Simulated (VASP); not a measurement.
Set up this calculation in VASP 6.6.1, as the native input.

* Task: relaxation of cell and atoms
* Functional: PBEsol
* Potentials or basis: VASP PAW PBE potentials, release 64 (Ta_pv)
* Cutoff: 600 eV
* k mesh: 11 × 11 × 11
* Occupations: fermi-dirac, width 0.05 eV
* Spin: no spin polarisation
* Target pressure: 2 GPa
* Dipole correction: no
* Further INCAR settings: ALGO = Fast; EDIFF = 1e-06; IBRION = 2; EDIFFG = -0.01; NSW = 60; ISIF = 3

The structure of Ta lies in POSCAR:

```
Ta
1.0
   -1.6512800000      1.6512800000      1.6512800000
    1.6512800000     -1.6512800000      1.6512800000
    1.6512800000      1.6512800000     -1.6512800000
Ta
1
Direct
    0.0000000000      0.0000000000      0.0000000000
```

One way to write it, as run:

INCAR

```
SYSTEM = Ta
PREC     = Accurate       ! precision mode
ENCUT    = 600            ! plane-wave cutoff, eV
EDIFF    = 1E-6           ! SCF threshold, eV
ISMEAR   = -1             ! smearing method
SIGMA    = 0.05           ! smearing width, eV
LREAL    = .False.        ! projectors in reciprocal space
LASPH    = .True.         ! aspherical terms in the spheres
NELM     = 100            ! most SCF steps
ALGO     = Fast           ! electronic algorithm
ISIF     = 3              ! what is computed and relaxed
LWAVE    = .False.        ! write WAVECAR
LCHARG   = .False.        ! write CHGCAR
GGA      = PS             ! functional
IBRION   = 2              ! ionic algorithm
NSW      = 60             ! ionic steps
EDIFFG   = -0.01          ! ionic threshold
PSTRESS  = 20.0
```

KPOINTS

```
Automatic mesh
0
Gamma
  11 11 11
  0 0 0
```

Potentials or basis: VASP PAW PBE potentials, release 64 (Ta_pv).

Command:

```sh
$ cat potpaw_PBE.64/Ta_pv/POTCAR > POTCAR
$ mpirun -np 1 vasp_std > vasp.out
```

Results of the run:

| Property | Result |
| --- | --- |
| Relaxed volume | 17.49 Å³/atom |
| Relaxed cell | a = 2.832 Å, b = 2.832 Å, c = 2.832 Å, α = 109.47°, β = 109.47°, γ = 109.47° |
| Space group after relaxing (to 0.05 Å) | Im-3m (No. 229) |
| Energy change on relaxing (the enthalpy is what falls) | -3.8 meV/atom |
| Ionic steps | 4 |
| Pressure after relaxing | 2.0 GPa |

Caveat: the cell is relaxed towards a set pressure, so the enthalpy falls and the energy may rise; the PAW data sets were made with another functional, which shifts forces and pressure a little.

Run time: 35 s on 1 thread of AMD EPYC 7R43 64-Core Processor (Zen 3) (shared host), peak memory 0.11 GiB.
